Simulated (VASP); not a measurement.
Runs of VASP 6.6.1 on ZnO. The structure is that of space group P6_3/mmc (No. 194), or close to it. The cells are those of the table. 

```tsv
cell	gap on the mesh (eV)	pressure (GPa)	largest force (eV/Å)
a = 3.222, b = 3.321, c = 7.130 Å, angles 90.0, 90.0, 119.0°, 4 atoms	0.75	-1.4	0.48
a = 3.255, b = 3.305, c = 7.130 Å, angles 90.0, 90.0, 119.5°, 4 atoms	0.79	-1.5	0.25
a = 3.304, b = 3.280, c = 7.130 Å, angles 90.0, 90.0, 120.2°, 4 atoms	(a)	-1.5	0.13
a = 3.337, b = 3.264, c = 7.130 Å, angles 90.0, 90.0, 120.7°, 4 atoms	0.78	-1.4	0.40
```

Alike in all rows: task single point; level PBE+D3(BJ); potentials or basis VASP PAW PBE potentials, release 64 (Zn, O); no spin polarisation; k mesh 9 × 9 × 4; cutoff (eV) 520; smearing gaussian 0.05 eV.

**Question.** Fill in the values left out.

**Answer.** (a) 0.81.

Caveats: an odd mesh through Γ misses points on the zone boundary, where band edges can lie.
